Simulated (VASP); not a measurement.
# C (P6/mmm) in VASP: notebook

The runs below take C through relaxation of cell and atoms, with PBE.

Everything below comes from runs of VASP 6.6.1. Logs are shortened: lines on timing, memory, paths and dates and some standing lists are left out, and cuts for length are marked.

### Step 1. The cell of the first run

It takes space group P6/mmm (No. 191, hexagonal). The conventional cell has a = 1.864 Å, b = 1.864 Å, c = 1.527 Å, α = 90.00°, β = 90.00°, γ = 120.00°. C (site symmetry 6/mmm) has 8 C at 1.53 to 1.86 Å within 2.0 Å.

### Step 2. Relaxation of cell and atoms, PBE, target pressure 96 GPa, at which the enthalpy is minimised

INCAR reads:

```
SYSTEM = C
ALGO     = Normal         ! electronic algorithm
EDIFF    = 1E-6           ! SCF threshold, eV
EDIFFG   = -0.005         ! ionic threshold
ENCUT    = 600            ! plane-wave cutoff, eV
GGA      = PE             ! functional
IBRION   = 2              ! ionic algorithm
ISIF     = 3              ! what is computed and relaxed
ISMEAR   = -1             ! smearing method
LASPH    = .True.         ! aspherical terms in the spheres
LCHARG   = .False.        ! write CHGCAR
LREAL    = .False.        ! projectors in reciprocal space
LWAVE    = .False.        ! write WAVECAR
NELM     = 60             ! most SCF steps
NSW      = 32             ! ionic steps
PREC     = Accurate       ! precision mode
PSTRESS  = 960.0        
SIGMA    = 0.1            ! smearing width, eV
```

KPOINTS reads:

```
k-points
0
Gamma
  24 24 22
  0 0 0
```

POSCAR reads:

```
C
1.0
    1.8644255200      0.0000000000      0.0000000000
   -0.9322127600      1.6146398638      0.0000000000
    0.0000000000      0.0000000000      1.5272833198
C
1
Direct
    0.0000000000      0.0000000000      0.0000000000
```

Potentials or basis: VASP PAW PBE potentials, release 64 (C).

On the command line:

```bash
cat potpaw_PBE.64/C/POTCAR > POTCAR
mpirun -np 1 vasp_std > vasp.out
```

OUTCAR:

```text
SYSTEM = C
   EDIFF = 1E-6
   EDIFFG = -0.005
   ENCUT = 600
   GGA = PE
   IBRION = 2
   ISIF = 3
   ISMEAR = -1
   LASPH = .True.
   LREAL = .False.
   NELM = 60
   NSW = 32
   PREC = Accurate
   PSTRESS = 960.0

 ion  position               nearest neighbor table
   1  0.000  0.000  0.000-

  LATTYP: Found a hexagonal cell.
 ALAT       =     1.8644255200
 C/A-ratio  =     0.8191710012

  Lattice vectors:

 A1 = (   1.8644255200,   0.0000000000,   0.0000000000)
 A2 = (  -0.9322127600,   1.6146398638,   0.0000000000)
 A3 = (   0.0000000000,   0.0000000000,   1.5272833198)

Analysis of symmetry for initial positions (statically):
=====================================================================
 Subroutine PRICEL returns:
 Original cell was already a primitive cell.

 Routine SETGRP: Setting up the symmetry group for a
 hexagonal supercell.

 Subroutine GETGRP returns: Found 24 space group operations
 (whereof 24 operations were pure point group operations)
 out of a pool of 24 trial point group operations.

The static configuration has the point symmetry D_6h.

Analysis of symmetry for dynamics (positions and initial velocities):
=====================================================================
 Subroutine PRICEL returns:
 Original cell was already a primitive cell.

 Routine SETGRP: Setting up the symmetry group for a
 hexagonal supercell.

 Subroutine GETGRP returns: Found 24 space group operations
 (whereof 24 operations were pure point group operations)
 out of a pool of 24 trial point group operations.

The dynamic configuration has the point symmetry D_6h.

 Subroutine INISYM returns: Found 24 space group operations
 (whereof 24 operations are pure point group operations),
 and found     1 'primitive' translations

----------------------------------------------------------------------------------------

                                     Primitive cell

  volume of cell :       4.5977

  direct lattice vectors                    reciprocal lattice vectors
     1.864425520  0.000000000  0.000000000     0.536358245  0.309666577  0.000000000
    -0.932212760  1.614639864  0.000000000     0.000000000  0.619333154  0.000000000
     0.000000000  0.000000000  1.527283320     0.000000000  0.000000000  0.654757364

  length of vectors
     1.864425520  1.864425520  1.527283320     0.619333154  0.619333154  0.654757364

  position of ions in fractional coordinates (direct lattice)
     0.000000000  0.000000000  0.000000000

  ion indices of the primitive-cell ions
   primitive index   ion index
                 1           1

----------------------------------------------------------------------------------------

 KPOINTS: k-points

Automatic generation of k-mesh.
 Grid dimensions read from file:
 generate k-points for:   24   24   22

 Generating k-lattice:

  Cartesian coordinates                     Fractional coordinates (reciprocal lattice)
     0.022348260  0.012902774  0.000000000     0.041666667  0.000000000  0.000000000
     0.000000000  0.025805548  0.000000000     0.000000000  0.041666667  0.000000000
     0.000000000  0.000000000  0.029761698     0.000000000  0.000000000  0.045454545

  Length of vectors
     0.025805548  0.025805548  0.029761698

  Shift w.r.t. Gamma in fractional coordinates (k-lattice)
     0.000000000  0.000000000  0.000000000

 Subroutine IBZKPT returns following result:
 ===========================================

 Found    732 irreducible k-points:

 Following reciprocal coordinates:
            Coordinates               Weight
  0.000000  0.000000  0.000000      1.000000
  0.041667 -0.000000  0.000000      6.000000
  0.083333 -0.000000  0.000000      6.000000
  0.125000 -0.000000  0.000000      6.000000
  0.166667 -0.000000  0.000000      6.000000
  0.208333 -0.000000  0.000000      6.000000
[... 16 lines left out ...]
  0.416667  0.041667  0.000000     12.000000
  0.458333  0.041667  0.000000     12.000000
 [... further k-points ...]
   k-points           NKPTS =    732   k-points in BZ     NKDIM =    732   number of bands    NBANDS=      6
   number of dos      NEDOS =    301   number of ions     NIONS =      1
   total plane-waves  NPLWV =   3072
   dimension x,y,z NGX =    16 NGY =   16 NGZ =   12
   dimension x,y,z NGXF=    32 NGYF=   32 NGZF=   24
   ions per type =               1
   NGX,Y,Z   is equivalent  to a cutoff of  14.27, 14.27, 13.06 a.u.
   NGXF,Y,Z  is equivalent  to a cutoff of  28.53, 28.53, 26.12 a.u.
 SYSTEM =  C
   PREC   = accura    normal or accurate (medium, high low for compatibility)
   ISTART =      0    job   : 0-new  1-cont  2-samecut
   ICHARG =      2    charge: 1-file 2-atom 10-const
   ISPIN  =      1    spin polarized calculation?
   LNONCOLLINEAR =      F non collinear calculations
   LSORBIT =      F    spin-orbit coupling
   LASPH  =      T    aspherical Exc in radial PAW
   ENCUT  =  600.0 eV  44.10 Ry    6.64 a.u.   3.72  3.72  3.05*2*pi/ulx,y,z
   NELM   =     60;   NELMIN=  2; NELMDL= -5     # of ELM steps
   EDIFF  = 0.1E-05   stopping-criterion for ELM
   LREAL  =      F    real-space projection
   EDIFFG = -.5E-02   stopping-criterion for IOM
   NSW    =     32    number of steps for IOM
   IBRION =      2    ionic relax: 0-MD 1-quasi-New 2-CG
   NFREE  =      1    steps in history (QN), initial steepest desc. (CG)
   ISIF   =      3    stress and relaxation
   ISYM   =      2    0-nonsym 1-usesym 2-fastsym
   POTIM  = 0.5000    time-step for ionic-motion
   TEBEG  =    0.0;   TEEND  =   0.0 temperature during run
   PSTRESS=  960.0 pullay stress
   NELECT =       4.0000    total number of electrons
   NUPDOWN=      -1.0000    fix difference up-down
   EMIN   =  10.00;   EMAX   =-10.00  energy-range for DOS
   EFERMI =   0.00;   METHOD = LEGACY
   ISMEAR =    -1;   SIGMA  =   0.10  broadening in eV -4-tet -1-fermi 0-gaus
   EFERMI_NEDOS =   21; number of points for ismear=-14 and -15
   IALGO  =     38    algorithm
   IMIX   =      4    mixing-type and parameters
     AMIX     =   0.40;   BMIX     =  1.00
     AMIX_MAG =   1.60;   BMIX_MAG =  1.00
  volume/ion in A,a.u.               =       4.60        31.03
  Fermi-wavevector in a.u.,A,eV,Ry     =   1.562841  2.953341 33.231838  2.442471
  Thomas-Fermi vector in A             =   2.665700
   LORBIT       =      0    0 simple, 1 ext, 2 COOP (PROOUT), +10 PAW based schemes
   GGA     = PE    functional components
   LHFCALC =     F    Hartree Fock is set to
   AEXX    =    0.0000 exact exchange contribution
   IVDW    =     0    specifies the selected vdW correction
   LEPSILON=     F    determine dielectric tensor
   LRPA    =     F    only Hartree local field effects (RPA)
 conjugate gradient relaxation of ions
 non-spin polarized calculation
  energy-cutoff  :      600.00
  volume of cell :        4.60
 maximum number of plane-waves:       164
 NGX is ok and might be reduce to    16
   NGX =  7   NGY =  7   NGZ =  7

--------------------------------------- Ionic step        1  -------------------------------------------

 number of electron       4.0000000 magnetization

 Free energy of the ion-electron system (eV)
  ---------------------------------------------------
  ext. energy  EPLUGINS =         0.00000000
  ---------------------------------------------------
  free energy    TOTEN  =        -6.03650452 eV

  energy without entropy =       -6.03218945  energy(sigma->0) =       -6.03434699

------------------------ aborting loop because EDIFF is reached ----------------------------------------

  FORCE on cell =-STRESS in cart. coord.  units (eV):
  Direction    XX          YY          ZZ          XY          YZ          ZX
  --------------------------------------------------------------------------------------
  -------------------------------------------------------------------------------------
  Total        2.7493803      2.7493803      2.7655149      0.0000000     -0.0000000      0.0000000
  in kB      958.0873103    958.0873103    963.7097874      0.0000000     -0.0000000      0.0000000
  external PRESSURE =      -0.0385307 kB  Pullay stress =     960.0000000 kB
[... 59 lines left out ...]
  enthalpy is  TOTEN    =        -3.2816305563 eV   P V=        2.7548244649

--------------------------------------- Ionic step        3  -------------------------------------------

 number of electron       4.0000000 magnetization

 Free energy of the ion-electron system (eV)
  ---------------------------------------------------
  ext. energy  EPLUGINS =         0.00000000
  ---------------------------------------------------
  free energy    TOTEN  =        -6.03649152 eV

  energy without entropy =       -6.03217736  energy(sigma->0) =       -6.03433444

 E-fermi :  14.2442     XC(G=0): -14.8764

 val. band max:       14.2041562010   @ k =   0.3333   0.1667   0.1818
 cond. band min:      14.2811795773   @ k =   0.1667   0.1667   0.1364
 fundamental gap:      0.0770233762
 Fermi energy:        14.2442452920

 k-point     1 :       0.0000    0.0000    0.0000
  band No.  band energies     occupation
      1     -11.0623      2.00000
      2      23.4471      0.00000
      3      23.4471      0.00000
      4      31.7429      0.00000
      5      44.5531      0.00000
      6      47.4702      0.00000

 k-point     2 :       0.0417   -0.0000    0.0000
  band No.  band energies     occupation
      1     -10.9798      2.00000
      2      23.0868      0.00000
      3      23.3070      0.00000
      4      31.7905      0.00000
      5      44.7877      0.00000
      6      46.1214      0.00000
[... 190 lines left out ...]
 k-point    24 :       0.4583    0.0417    0.0000
  band No.  band energies     occupation
      1      -0.3504      2.00000
      2       1.8415      2.00000
      3      17.3663      0.00000
      4      34.3214      0.00000
      5      35.0543      0.00000
      6      56.3030      0.00000

 [... further k-points ...]

------------------------ aborting loop because EDIFF is reached ----------------------------------------

  FORCE on cell =-STRESS in cart. coord.  units (eV):
  Direction    XX          YY          ZZ          XY          YZ          ZX
  --------------------------------------------------------------------------------------
  -------------------------------------------------------------------------------------
  Total        2.7532309      2.7532309      2.7531985      0.0000000      0.0000000      0.0000000
  in kB      959.4340897    959.4340897    959.4228116      0.0000000      0.0000000      0.0000000
  external PRESSURE =      -0.5696697 kB  Pullay stress =     960.0000000 kB
[... 16 lines left out ...]
  FREE ENERGIE OF THE ION-ELECTRON SYSTEM (eV)
  ---------------------------------------------------
  free  energy   TOTEN  =        -6.0364915156 eV

  energy  without entropy=       -6.0321773626  energy(sigma->0) =       -6.03433444

  enthalpy is  TOTEN    =        -3.2816366507 eV   P V=        2.7548548648

 reached required accuracy - stopping structural energy minimisation
```

It took 30 s on 1 thread of Intel Xeon 8259CL, shared host; peak memory 0.13 GiB.

Results:

```yaml
Free_energy: -6.0365 eV
Energy_change_on_relaxing_the_run_minimises_the_enthalpy: +0.0 meV/atom
Ionic_steps: 3
Pressure_after_relaxing: 95.9 GPa
Band_gap_on_the_k_mesh: zero (bands 2 and 3 overlap by 19.78 eV)
```

Final structure:
```cif
data_structure
_symmetry_space_group_name_H-M 'P 1'
_symmetry_Int_Tables_number 1
_cell_length_a 1.8643
_cell_length_b 1.8643
_cell_length_c 1.5275
_cell_angle_alpha 90.000
_cell_angle_beta 90.000
_cell_angle_gamma 120.000
_cell_volume 4.60
loop_
_atom_site_label
_atom_site_type_symbol
_atom_site_fract_x
_atom_site_fract_y
_atom_site_fract_z
_atom_site_occupancy
C1 C 0.00000 0.00000 0.00000 1
```

Caveat: the cell is relaxed towards a set pressure, so the run minimises the enthalpy, not the energy.

### Step 3. Relaxation of cell and atoms, PBE, target pressure 96 GPa, at which the enthalpy is minimised

This run uses another cell than the first one, of 5.30 Å³/atom.

INCAR reads:

```
PREC     = Accurate       # precision mode
ENCUT    = 600            # plane-wave cutoff, eV
EDIFF    = 1E-7           # SCF threshold, eV
ISMEAR   = -1             # smearing method
SIGMA    = 0.1            # smearing width, eV
LREAL    = F              # projectors in reciprocal space
LASPH    = T              # aspherical terms in the spheres
NELM     = 80             # most SCF steps
ALGO     = Normal         # electronic algorithm
ISIF     = 3              # what is computed and relaxed
LWAVE    = F              # write WAVECAR
LCHARG   = F              # write CHGCAR
GGA      = PE             # functional
IBRION   = 2              # ionic algorithm
NSW      = 60             # ionic steps
EDIFFG   = -0.005         # ionic threshold
PSTRESS  = 960.0
```

KPOINTS reads:

```
Automatic mesh
0
Gamma
  24 24 22
```

POSCAR reads:

```
C
1.0
    1.8678096906      0.0000000000      0.0000000000
   -0.9339048453      1.6175706415      0.0000000000
    0.0000000000      0.0000000000      1.7557411092
C
1
Direct
    0.0000000000      0.0000000000      0.0000000000
```

Potentials or basis: VASP PAW PBE potentials, release 64 (C).

On the command line:

```bash
cat potpaw_PBE.64/C/POTCAR > POTCAR
mpirun -np 1 vasp_std > vasp.out
```

Run time: 3.1 min. Hardware: 1 thread of Intel Xeon 8259CL, shared host; peak memory 0.13 GiB.

It converged, with:

```
Free energy                                                : -6.0388 eV
Relaxed volume                                             : 4.60 Å³/atom
Relaxed cell                                               : a = 1.864 Å, b = 1.864 Å, c = 1.527 Å, α = 90.00°, β = 90.00°, γ = 120.00°
Space group after relaxing (to 0.1 Å)                      : P6/mmm (No. 191)
Energy change on relaxing (the run minimises the enthalpy) : -48.8 meV/atom
Ionic steps                                                : 16
Pressure after relaxing                                    : 96.0 GPa
Band gap on the k mesh                                     : zero (bands 2 and 3 overlap by 19.79 eV)
```

The path:
| step | energy change (eV) | largest force (eV/Å) | pressure (GPa) | volume (Å³) |
| --- | --- | --- | --- | --- |
| 1 | 0.0000 | 0.0000 | 11.32 | 5.30 |
| 2 | 2.2956 | 0.0000 | 532.88 | 3.37 |
| 3 | 0.0406 | 0.0000 | 93.80 | 4.54 |
| 4 | 0.0703 | 0.0000 | 104.73 | 4.48 |
| 5 | 0.0928 | 0.0000 | 112.43 | 4.44 |
| 6 | -0.0361 | 0.0000 | 102.64 | 4.60 |
| 7 | -0.0227 | 0.0000 | 103.61 | 4.55 |
| 8 | -0.0167 | 0.0000 | 104.03 | 4.54 |
| 9 | -0.0192 | 0.0000 | 103.84 | 4.55 |
| 10 | -0.0914 | 0.0000 | 83.11 | 4.67 |
| 11 | -0.0467 | 0.0000 | 96.27 | 4.59 |
| 12 | -0.0462 | 0.0000 | 96.40 | 4.59 |
| 13 | -0.0502 | 0.0000 | 95.84 | 4.60 |
| 14 | -0.0484 | 0.0000 | 96.11 | 4.60 |
| 15 | -0.0494 | 0.0000 | 95.84 | 4.60 |
| 16 | -0.0488 | 0.0000 | 95.98 | 4.60 |

Final structure:
```yaml
crystal:
  lattice:
    - [1.86403, 0.00000, 0.00000]
    - [-0.93201, 1.61429, 0.00000]
    - [0.00000, 0.00000, 1.52739]
  atoms:
    - { symbol: C, position: [0.00000, 0.00000, 0.00000] }
```

Levels at points of the mesh, in eV from the Fermi level:
```tsv
k point	band 1	band 2	band 3	band 4	band 5
(0.00, 0.00, 0.00)	-25.31	9.21	9.21	17.50	30.31
(0.50, 0.00, 0.00)	-14.13	-13.03	3.58	19.50	20.82
(0.00, 0.00, 0.50)	-14.38	-10.54	15.08	15.08	32.57
(0.50, 0.00, 0.50)	-7.36	-4.09	3.05	9.70	10.65
```

Caveat: the cell is relaxed towards a set pressure, so the run minimises the enthalpy, not the energy.
